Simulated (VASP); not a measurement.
Here is a VASP 6.6.1 calculation.

Contents of INCAR:

```
SYSTEM = Si
ALGO = Normal
EDIFF = 1E-6
ENCUT = 520
GGA = PE
ISIF = 2
ISMEAR = 0
IVDW = 12
LASPH = .True.
LCHARG = .True.
LELF = .True.
LREAL = Auto
LVHAR = .True.
LWAVE = .False.
NBANDS = 163
NELM = 100
PREC = Accurate
SIGMA = 0.02
```

Contents of KPOINTS:

```
k-points
0
Gamma
  1 1 1
  0 0 0
```

Contents of POSCAR:

```
Si
1.0
   10.8600000000      0.0000000000      0.0000000000
    0.0000000000     10.8600000000      0.0000000000
    0.0000000000      0.0000000000     10.8600000000
Si
63
Direct
    0.5023155185     -0.0021706870     -0.0008241688
    0.6251227967      0.1254626392      0.1252915915
    0.7484350027      0.2527398012     -0.0008847891
    0.8774709584      0.3721410389      0.1270892850
    0.7478795424     -0.0021500467      0.2515422854
    0.8715224024      0.1210617031      0.3789477290
   -0.0029401123      0.0054899230     -0.0025855761
    0.1251693516      0.1248156654      0.1253722891
    0.2534364695      0.2439977196     -0.0028978144
    0.3727487352      0.3722162907      0.1237356252
    0.4962654410      0.5021041121      0.0017159126
    0.6252166935      0.6250209432      0.1253428982
    0.7542391452      0.7478857863      0.0017351420
    0.8771096087      0.8779735225      0.1242424481
    0.2531479210      0.0054930703      0.2534328838
    0.3782852316      0.1288371288      0.3785236330
    0.5018855024      0.2527192951      0.2515325768
    0.6267581554      0.3788526296      0.3752385375
    0.7540506565      0.5020908939      0.2490998961
    0.8885469294      0.6293697731      0.3618937995
    0.5006569948     -0.0011970556      0.5009957040
    0.6251394945      0.1249672011      0.6253543021
    0.7493379176      0.2514952822      0.5011107610
    0.8752460516      0.3788224555      0.6236065737
    0.7495287528     -0.0011745341      0.7498207643
    0.8720612651      0.1288093512      0.8722541580
    0.0227177685      0.4955855796      0.0230174540
    0.2294429783      0.7550185174      0.0210523557
    0.3731398482      0.8780012073      0.1266446441
   -0.0032077114      0.2438702672      0.2536715180
    0.1233654429      0.3720539096      0.3730663905
    0.2273544867      0.4955660689      0.2276665034
    0.3611049376      0.6206254082      0.3612283390
    0.4961017662      0.7478552654      0.2489704945
    0.6231190629      0.8714312079      0.3751269478
   -0.0010942164     -0.0022536952      0.5026628687
    0.1251069755      0.1254594381      0.6253260261
    0.2513662772      0.2527307556      0.5021492463
    0.3749204717      0.3788322107      0.6271896569
    0.4952343072      0.5019551168      0.4956019966
    0.6251039859      0.6254208438      0.6252632835
    0.7548795761      0.7487038203      0.4956923117
    0.8754103958      0.8713530565      0.6274956143
    0.2512229466     -0.0022467546      0.7481545445
    0.3786357093      0.1210905314      0.8717833278
    0.5008821098      0.2514742379      0.7495885193
    0.6234054606      0.3788194434      0.8754798854
    0.7548381647      0.5019101149      0.7550092211
    0.8890151728      0.6206009349      0.8892893774
    0.0210291015      0.7548334983      0.2294193547
    0.1262349619      0.8780067218      0.3733377300
    0.0013557905      0.5021235423      0.4963892618
    0.1251711546      0.6249591542      0.6253275957
    0.2487234295      0.7478110043      0.4961247421
    0.3747053642      0.8713644563      0.6233159487
   -0.0010294589      0.2527534991      0.7485771270
    0.1267796367      0.3722083596      0.8778033579
    0.2488376774      0.5021612071      0.7544490806
    0.3618991471      0.6293865837      0.8887797660
    0.4954696716      0.7486954804      0.7549163638
    0.6271083312      0.8714205291      0.8756492678
    0.0015281603      0.7477558660      0.7545014531
    0.1238602896      0.8779677093      0.8774271765
```

Potentials or basis: VASP PAW PBE potentials, release 64 (Si).

Command:

```sh
$ cat potpaw_PBE.64/Si/POTCAR > POTCAR
$ mpirun -np 1 vasp_gam > vasp.out
```

**Question.** Estimate the dispersion energy per atom.

**Answer.** -0.317 eV.

**Question.** What does it give for the pressure?

**Answer.** -0.9 GPa.

**Question.** Predict the largest force.

**Answer.** 0.030 eV/Å.

Forces in eV/Å, atoms in the order of the input:
```
Si   0.007 -0.013 -0.012
Si   0.002  0.003  0.001
Si  -0.009  0.008 -0.011
Si   0.009  0.004 -0.003
Si  -0.013 -0.015  0.013
Si   0.016 -0.005 -0.007
Si  -0.001  0.005 -0.005
Si  -0.003  0.013 -0.003
Si  -0.002  0.001  0.000
Si  -0.006  0.001  0.000
Si  -0.009 -0.002 -0.004
Si  -0.004 -0.001  0.000
Si   0.005  0.010  0.003
Si  -0.003  0.000 -0.017
Si   0.006  0.009  0.009
Si  -0.006  0.000 -0.008
Si   0.004  0.008  0.014
Si   0.005 -0.002  0.001
Si   0.009  0.000  0.004
Si  -0.017 -0.016  0.018
Si   0.001 -0.007 -0.002
Si  -0.003  0.009 -0.001
Si  -0.002  0.003 -0.002
Si   0.004 -0.002 -0.002
Si   0.004 -0.006  0.004
Si   0.004  0.005  0.000
Si   0.002 -0.010  0.008
Si  -0.011 -0.011  0.020
Si   0.008  0.003  0.010
Si   0.004  0.003 -0.002
Si   0.008  0.012 -0.013
Si  -0.008 -0.015  0.000
Si   0.004  0.010  0.008
Si  -0.007  0.005 -0.004
Si   0.001 -0.001 -0.002
Si  -0.015 -0.006  0.006
Si   0.003 -0.002  0.002
Si   0.010  0.008  0.004
Si   0.001  0.004 -0.001
Si   0.001 -0.010 -0.002
Si   0.000 -0.010 -0.002
Si  -0.006  0.005 -0.001
Si   0.001  0.001 -0.002
Si   0.011 -0.006 -0.009
Si  -0.012 -0.003  0.012
Si   0.000  0.001  0.003
Si  -0.001 -0.001  0.002
Si  -0.004 -0.005  0.006
Si  -0.001  0.010 -0.001
Si   0.012 -0.002 -0.009
Si   0.016 -0.003  0.004
Si   0.004 -0.004 -0.004
Si  -0.002  0.001 -0.001
Si  -0.009  0.009 -0.001
Si   0.004  0.000  0.000
Si  -0.015  0.008  0.000
Si  -0.002  0.000  0.002
Si   0.004 -0.003  0.001
Si   0.010 -0.017 -0.018
Si   0.004  0.008  0.004
Si  -0.002 -0.001  0.000
Si   0.007  0.011  0.004
Si  -0.016  0.002 -0.011
```

Caveat: the k points lie up to 0.58 Å⁻¹ apart.
